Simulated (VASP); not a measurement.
# BAs (F-43m) in VASP: settings compared

Aim: see how the results for BAs move with the level of theory and the settings. Levels: LDA, RPBE+D4. Tasks: single point.

Everything below comes from runs of VASP 6.6.1. Logs are shortened: lines on timing, memory, paths and dates and some standing lists are left out, and cuts for length are marked.

## Step 1: The cell of the first run

Symmetry: F-43m, No. 216, cubic system. Conventional cell: a = 4.679 Å, b = 4.679 Å, c = 4.679 Å, α = 90.00°, β = 90.00°, γ = 90.00°. As (site symmetry -43m) has 4 B at 2.03 Å within 2.7 Å. Within 2.7 Å of B (site symmetry -43m) lie 4 As at 2.03 Å.

## Step 2: Single point, LDA

The input, INCAR:

```
  PREC = Accurate
  ENCUT = 520
  EDIFF = 1E-7
  ISMEAR = -1
  SIGMA = 0.05
  LREAL = F
  LASPH = T
  NELM = 60
  ALGO = Normal
  ISIF = 2
  LWAVE = F
  LCHARG = T
  LELF = T
  LVHAR = T
  NBANDS = 11
```

The input, KPOINTS:

```
regular mesh
0
Gamma
  10 10 10
```

The input, POSCAR:

```
BAs
1.0
    0.0000000000      2.3397414207      2.3397414207
    2.3397414207      0.0000000000      2.3397414207
    2.3397414207      2.3397414207      0.0000000000
As B
1 1
Direct
    0.7500000000      0.7500000000      0.7500000000
    0.0000000000      0.0000000000      0.0000000000
```

Potentials or basis: VASP PAW LDA potentials, release 64 (As, B).

On the command line:

```bash
> cat potpaw_LDA.64/As/POTCAR potpaw_LDA.64/B/POTCAR > POTCAR
> mpirun -np 1 vasp_std > vasp.out
```

OUTCAR:

```text
PREC = Accurate
   ENCUT = 520
   EDIFF = 1E-7
   ISMEAR = -1
   LREAL = F
   LASPH = T
   NELM = 60
   ISIF = 2

 ion  position               nearest neighbor table
   1  0.750  0.750  0.750-   2 2.03   2 2.03   2 2.03   2 2.03
   2  0.000  0.000  0.000-   1 2.03   1 2.03   1 2.03   1 2.03

  LATTYP: Found a face centered cubic cell.
 ALAT       =     4.6794828414

  Lattice vectors:

 A1 = (   0.0000000000,   2.3397414207,   2.3397414207)
 A2 = (   2.3397414207,   0.0000000000,   2.3397414207)
 A3 = (   2.3397414207,   2.3397414207,   0.0000000000)

Analysis of symmetry for initial positions (statically):
=====================================================================
 Subroutine PRICEL returns:
 Original cell was already a primitive cell.

 Routine SETGRP: Setting up the symmetry group for a
 face centered cubic supercell.

 Subroutine GETGRP returns: Found 24 space group operations
 (whereof 24 operations were pure point group operations)
 out of a pool of 48 trial point group operations.

The static configuration has the point symmetry T_d .

Analysis of symmetry for dynamics (positions and initial velocities):
=====================================================================
 Subroutine PRICEL returns:
 Original cell was already a primitive cell.

 Routine SETGRP: Setting up the symmetry group for a
 face centered cubic supercell.

 Subroutine GETGRP returns: Found 24 space group operations
 (whereof 24 operations were pure point group operations)
 out of a pool of 48 trial point group operations.

The dynamic configuration has the point symmetry T_d .

 Subroutine INISYM returns: Found 24 space group operations
 (whereof 24 operations are pure point group operations),
 and found     1 'primitive' translations

----------------------------------------------------------------------------------------

                                     Primitive cell

  volume of cell :      25.6173

  direct lattice vectors                    reciprocal lattice vectors
     0.000000000  2.339741421  2.339741421    -0.213698828  0.213698828  0.213698828
     2.339741421  0.000000000  2.339741421     0.213698828 -0.213698828  0.213698828
     2.339741421  2.339741421  0.000000000     0.213698828  0.213698828 -0.213698828

  length of vectors
     3.308894050  3.308894050  3.308894050     0.370137228  0.370137228  0.370137228

  position of ions in fractional coordinates (direct lattice)
     0.750000000  0.750000000  0.750000000
     0.000000000  0.000000000  0.000000000

  ion indices of the primitive-cell ions
   primitive index   ion index
                 1           1
                 2           2

----------------------------------------------------------------------------------------

 KPOINTS: regular mesh

Automatic generation of k-mesh.
 Grid dimensions read from file:
 generate k-points for:   10   10   10

 Generating k-lattice:

  Cartesian coordinates                     Fractional coordinates (reciprocal lattice)
    -0.021369883  0.021369883  0.021369883     0.100000000  0.000000000  0.000000000
     0.021369883 -0.021369883  0.021369883     0.000000000  0.100000000  0.000000000
     0.021369883  0.021369883 -0.021369883     0.000000000  0.000000000  0.100000000

  Length of vectors
     0.037013723  0.037013723  0.037013723

  Shift w.r.t. Gamma in fractional coordinates (k-lattice)
     0.000000000  0.000000000  0.000000000

 Subroutine IBZKPT returns following result:
 ===========================================

 Found     47 irreducible k-points:

 Following reciprocal coordinates:
            Coordinates               Weight
  0.000000  0.000000  0.000000      1.000000
  0.100000  0.000000  0.000000      8.000000
  0.200000  0.000000  0.000000      8.000000
  0.300000  0.000000  0.000000      8.000000
  0.400000  0.000000  0.000000      8.000000
  0.500000  0.000000  0.000000      4.000000
[... 16 lines left out ...]
  0.300000  0.300000  0.000000      6.000000
  0.400000  0.300000  0.000000     24.000000
 [... further k-points ...]
   k-points           NKPTS =     47   k-points in BZ     NKDIM =     47   number of bands    NBANDS=     11
   number of dos      NEDOS =    301   number of ions     NIONS =      2
   total plane-waves  NPLWV =  21952
   dimension x,y,z NGX =    28 NGY =   28 NGZ =   28
   dimension x,y,z NGXF=    56 NGYF=   56 NGZF=   56
   ions per type =               1   1
   NGX,Y,Z   is equivalent  to a cutoff of  14.07, 14.07, 14.07 a.u.
   NGXF,Y,Z  is equivalent  to a cutoff of  28.14, 28.14, 28.14 a.u.
 SYSTEM =  unknown system
   PREC   = accura    normal or accurate (medium, high low for compatibility)
   ISTART =      0    job   : 0-new  1-cont  2-samecut
   ICHARG =      2    charge: 1-file 2-atom 10-const
   ISPIN  =      1    spin polarized calculation?
   LNONCOLLINEAR =      F non collinear calculations
   LSORBIT =      F    spin-orbit coupling
   LASPH  =      T    aspherical Exc in radial PAW
   ENCUT  =  520.0 eV  38.22 Ry    6.18 a.u.   6.15  6.15  6.15*2*pi/ulx,y,z
   NELM   =     60;   NELMIN=  2; NELMDL= -5     # of ELM steps
   EDIFF  = 0.1E-06   stopping-criterion for ELM
   LREAL  =      F    real-space projection
   EDIFFG = 0.1E-05   stopping-criterion for IOM
   NSW    =      0    number of steps for IOM
   IBRION =     -1    ionic relax: 0-MD 1-quasi-New 2-CG
   NFREE  =      0    steps in history (QN), initial steepest desc. (CG)
   ISIF   =      2    stress and relaxation
   ISYM   =      2    0-nonsym 1-usesym 2-fastsym
   POTIM  = 0.5000    time-step for ionic-motion
   TEBEG  =    0.0;   TEEND  =   0.0 temperature during run
   PSTRESS=    0.0 pullay stress
   NELECT =       8.0000    total number of electrons
   NUPDOWN=      -1.0000    fix difference up-down
   EMIN   =  10.00;   EMAX   =-10.00  energy-range for DOS
   EFERMI =   0.00;   METHOD = LEGACY
   ISMEAR =    -1;   SIGMA  =   0.05  broadening in eV -4-tet -1-fermi 0-gaus
   EFERMI_NEDOS =   21; number of points for ismear=-14 and -15
   IALGO  =     38    algorithm
   IMIX   =      4    mixing-type and parameters
     AMIX     =   0.40;   BMIX     =  1.00
     AMIX_MAG =   1.60;   BMIX_MAG =  1.00
  volume/ion in A,a.u.               =      12.81        86.44
  Fermi-wavevector in a.u.,A,eV,Ry     =   1.110692  2.098903 16.784646  1.233637
  Thomas-Fermi vector in A             =   2.247246
   LORBIT       =      0    0 simple, 1 ext, 2 COOP (PROOUT), +10 PAW based schemes
   GGA     = CA    functional components
   LHFCALC =     F    Hartree Fock is set to
   AEXX    =    0.0000 exact exchange contribution
   IVDW    =     0    specifies the selected vdW correction
   LEPSILON=     F    determine dielectric tensor
   LRPA    =     F    only Hartree local field effects (RPA)
 non-spin polarized calculation
  energy-cutoff  :      520.00
  volume of cell :       25.62
 maximum number of plane-waves:       701
 NGX is ok and might be reduce to    28
   NGX = 13   NGY = 13   NGZ = 13

 number of electron       8.0000000 magnetization

 Free energy of the ion-electron system (eV)
  ---------------------------------------------------
  ext. energy  EPLUGINS =         0.00000000
  ---------------------------------------------------
  free energy    TOTEN  =       -12.90603251 eV

  energy without entropy =      -12.90603227  energy(sigma->0) =      -12.90603239

 E-fermi :   7.3892     XC(G=0): -11.0436

 val. band max:        6.8735737391   @ k =   0.0000   0.0000   0.0000
 cond. band min:       7.9395810908   @ k =   0.4000   0.4000   0.0000
 fundamental gap:      1.0660073517
 Fermi energy:         7.3891904482

 k-point     1 :       0.0000    0.0000    0.0000
  band No.  band energies     occupation
      1      -9.0788      2.00000
      2       6.8736      1.99993
      3       6.8736      1.99993
      4       6.8736      1.99993
      5      10.2054      0.00000
      6      10.2054      0.00000
      7      10.2054      0.00000
      8      12.3699      0.00000
      9      16.5516      0.00000
     10      20.1683      0.00000
     11      20.1683      0.00000

 k-point     2 :       0.1000    0.0000    0.0000
  band No.  band energies     occupation
      1      -8.9057      2.00000
      2       5.4446      2.00000
      3       6.5501      2.00000
      4       6.5501      2.00000
      5      10.4619      0.00000
      6      10.6283      0.00000
      7      10.6283      0.00000
      8      13.1027      0.00000
      9      17.2429      0.00000
     10      18.9569      0.00000
     11      18.9569      0.00000

 k-point     3 :       0.2000    0.0000    0.0000
  band No.  band energies     occupation
      1      -8.3939      2.00000
      2       2.9836      2.00000
      3       5.9409      2.00000
      4       5.9409      2.00000
      5      10.3653      0.00000
      6      11.3750      0.00000
      7      11.3750      0.00000
      8      14.5099      0.00000
      9      18.1933      0.00000
     10      18.1933      0.00000
     11      18.2702      0.00000

 k-point     4 :       0.3000    0.0000    0.0000
  band No.  band energies     occupation
      1      -7.5778      2.00000
      2       0.5783      2.00000
      3       5.4064      2.00000
      4       5.4064      2.00000
      5      10.1485      0.00000
      6      11.7612      0.00000
      7      11.7612      0.00000
      8      15.5220      0.00000
      9      18.4449      0.00000
     10      18.6886      0.00000
     11      18.6886      0.00000

 k-point     5 :       0.4000    0.0000    0.0000
  band No.  band energies     occupation
      1      -6.5872      2.00000
      2      -1.4124      2.00000
      3       5.0649      2.00000
      4       5.0649      2.00000
      5       9.9959      0.00000
      6      11.7511      0.00000
      7      11.7511      0.00000
      8      15.7289      0.00000
      9      19.2200      0.00000
     10      20.3149      0.00000
     11      20.3149      0.00000
[... 211 lines left out ...]
 k-point    21 :      -0.3000    0.2000    0.0000
  band No.  band energies     occupation
      1      -6.3681      2.00000
      2      -0.4191      2.00000
      3       1.9980      2.00000
      4       4.8004      2.00000
      5      10.4991      0.00000
      6      12.9668      0.00000
      7      13.3062      0.00000
      8      15.2771      0.00000
      9      17.7151      0.00000
     10      19.2471      0.00000
     11      22.6411      0.00000

 k-point    22 :      -0.2000    0.2000    0.0000
  band No.  band energies     occupation
      1      -7.2996      2.00000
      2       1.2643      2.00000
      3       2.5388      2.00000
      4       5.5069      2.00000
      5      11.0000      0.00000
      6      12.1263      0.00000
      7      13.0770      0.00000
      8      14.1343      0.00000
      9      16.8469      0.00000
     10      19.7345      0.00000
     11      21.5803      0.00000

 k-point    23 :       0.3000    0.3000    0.0000
  band No.  band energies     occupation
      1      -7.0542      2.00000
      2       1.6242      2.00000
      3       3.4755      2.00000
      4       3.4755      2.00000
      5       8.1845      0.00000
      6      10.4964      0.00000
      7      15.6508      0.00000
      8      15.6508      0.00000
      9      18.3472      0.00000
     10      22.3899      0.00000
     11      22.4770      0.00000

 k-point    24 :       0.4000    0.3000    0.0000
  band No.  band energies     occupation
      1      -6.2789      2.00000
      2       0.3051      2.00000
      3       2.6371      2.00000
      4       3.1626      2.00000
      5       8.4928      0.00000
      6      10.2267      0.00000
      7      16.0852      0.00000
      8      16.2754      0.00000
      9      19.3179      0.00000
     10      23.1960      0.00000
     11      23.3336      0.00000

 [... further k-points ...]
[... 5 lines left out ...]
  --------------------------------------------------------------------------------------
  -------------------------------------------------------------------------------------
  Total        1.0235989      1.0235989      1.0235989      0.0000000      0.0000000     -0.0000000
  in kB       64.0186941     64.0186941     64.0186941      0.0000000      0.0000000     -0.0000000
  external PRESSURE =      64.0186941 kB  Pullay stress =       0.0000000 kB

 VOLUME and BASIS-vectors are now :
 -----------------------------------------------------------------------------
  energy-cutoff  :      520.00
  volume of cell :       25.62
      direct lattice vectors                 reciprocal lattice vectors
     0.000000000  2.339741421  2.339741421    -0.213698828  0.213698828  0.213698828
     2.339741421  0.000000000  2.339741421     0.213698828 -0.213698828  0.213698828
     2.339741421  2.339741421  0.000000000     0.213698828  0.213698828 -0.213698828

 POSITION                                       TOTAL-FORCE (eV/Angst)
 -----------------------------------------------------------------------------------
      3.50961      3.50961      3.50961         0.000000      0.000000     -0.000000
      0.00000      0.00000      0.00000        -0.000000     -0.000000      0.000000
 -----------------------------------------------------------------------------------
    total drift:                                0.000000      0.000000      0.000000

  FREE ENERGIE OF THE ION-ELECTRON SYSTEM (eV)
  ---------------------------------------------------
  free  energy   TOTEN  =       -12.9060325099 eV

  energy  without entropy=      -12.9060322718  energy(sigma->0) =      -12.90603239
```

It took 29 s on 1 thread of Intel Xeon 8259CL, shared host; peak memory 0.15 GiB.

Results:

```
Free energy            : -12.9060 eV
Pressure               : 6.4 GPa
Band gap on the k mesh : 1.07 eV, indirect (least direct gap 3.33 eV)
```

A k mesh can miss the band edges. Expect the measured gap to be larger: semilocal functionals such as LDA lack the derivative discontinuity.

[end of part 1 of 2]
